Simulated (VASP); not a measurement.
A run of VASP 6.6.1 is set up as follows.

Contents of INCAR:

```
SYSTEM = Li
ALGO = Normal
EDIFF = 1E-6
ENCUT = 520
GGA = PS
ISIF = 2
ISMEAR = -1
LASPH = .TRUE.
LCHARG = .FALSE.
LREAL = .FALSE.
LWAVE = .FALSE.
NBANDS = 12
NELM = 60
PREC = Accurate
SIGMA = 0.1
```

File KPOINTS:

```
k-points
0
G
  8 8 12
  0 0 0
```

The input POSCAR:

```
Li
1.0
    4.9935795281      0.0000000000      0.0000000000
   -2.4967897640      4.3245667272      0.0000000000
    0.0000000000      0.0000000000      2.9224051959
Li
3
Direct
    0.0000000000      1.0000000000      0.0000000000
    0.3333333333      0.6666666667      0.5000000000
    0.6666666667      0.3333333333      0.5000000000
```

Potentials or basis: VASP PAW PBE potentials, release 64 (Li_sv).

Command:

```bash
$ cat potpaw_PBE.64/Li_sv/POTCAR > POTCAR
$ mpirun -np 1 vasp_std > vasp.out
```

(1) What does it give for the band gap on the k mesh?

Results:

(1) zero (an odd number of electrons rules out a gap without spin polarisation).
